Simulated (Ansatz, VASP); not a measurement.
**Two plane-wave programs on Bi**

```xyz
1
Lattice="-1.7000 1.7000 2.6842 1.7000 -1.7000 2.6842 1.7000 1.7000 -2.6842" Properties=species:S:1:pos:R:3 pbc="T T T"
Bi    0.0000    0.0000    0.0000
```

Alike in both runs: functional r2SCAN; k mesh 6 × 6 × 6; occupations gaussian, width 0.1 eV; no spin polarisation.

Ansatz relaxed the structure, and its values are those at the end. VASP's run is a single point on that final structure, the one shown.

|  | VASP | Ansatz |
| --- | --- | --- |
| version | VASP 6.6.1 | Ansatz 0.2.0 |
| potentials or method | VASP PAW PBE potentials, release 64 (Bi_d), cutoff 550 eV | scalar-relativistic, plane waves, PAW |
| valence electrons in the cell | 15 | 15 |

Ansatz gave:

| Property | Result |
| --- | --- |
| gap on the k mesh at the Fermi level (eV) | none |
| pressure (GPa) | 0.3 |

Q: Which values does VASP return?

A: gap on the k mesh at the Fermi level (eV): none; pressure (GPa): 0.2.

VASP's potentials were made for PBE, not for r2SCAN. A gap of «none» marks a metal or a gap that the smearing closes. With one functional, cell and mesh, what is left measures potentials, basis and numerics.

The k mesh is coarse, so the values compare programs but aren't converged. Neither program's run includes spin-orbit coupling.
